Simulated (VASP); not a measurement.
Set up this calculation in VASP 6.6.1, as the native input.

```
Task                   : single point
Functional             : PBE
Potentials or basis    : VASP PAW PBE potentials, release 64 (O)
Cutoff                 : 520 eV
k mesh                 : 10 × 10 × 8
Occupations            : fermi-dirac, width 0.05 eV
Spin                   : collinear spin, zero start
Starting moments       : [0.0, 0.0] μB
Fixed moment           : 0 μB
Dipole correction      : no
Further INCAR settings : ALGO = Normal; EDIFF = 1e-06; NBANDS = 17
```

The structure of O lies in POSCAR:

```
O
1.0
    2.8514028533     -1.6624159400      0.0000000000
    2.8514028533      1.6624159400      0.0000000000
   -2.3944914034      0.0000000000      3.6470501824
O
2
Direct
    0.0254538300      0.0254538300      0.1555740200
    0.9745461700      0.9745461700      0.8444259800
```

One way to write it, as run:

INCAR

```
PREC = Accurate ; ENCUT = 520
EDIFF = 1E-6 ; ISMEAR = -1
SIGMA = 0.05 ; LREAL = False
LASPH = True ; NELM = 150
ALGO = Normal ; ISIF = 2
LWAVE = False ; LCHARG = True
ISPIN = 2 ; MAGMOM = 0 0
LORBIT = 11 ; NUPDOWN = 0.0
GGA = PE ; LELF = True
LVHAR = True ; NBANDS = 17
```

KPOINTS

```
regular mesh
0
Gamma
  10 10 8
```

Potentials or basis: VASP PAW PBE potentials, release 64 (O).

Run with:

```console
$ cat potpaw_PBE.64/O/POTCAR > POTCAR
$ mpirun -np 1 vasp_std > vasp.out
```

It gave:

```json
{
  "Pressure": "-0.2 GPa",
  "Largest force": "0.855 eV/Å",
  "Net moment": "0.00 μB per cell",
  "Valence electrons inside the program's atomic spheres": "O 4.89"
}
```

Caveat: the standard files for N, O and F lose accuracy on very short bonds; the stress differs along the axes, from -3 to 2 GPa; this functional lacks dispersion, which holds the molecules together, so the pressure and a relaxed volume are unreliable; the total moment is fixed, so each spin has its own Fermi level.

It took 2.4 min on 1 thread of AMD EPYC 9R45 (Zen 5), with other jobs on the host, peak memory 0.26 GiB.
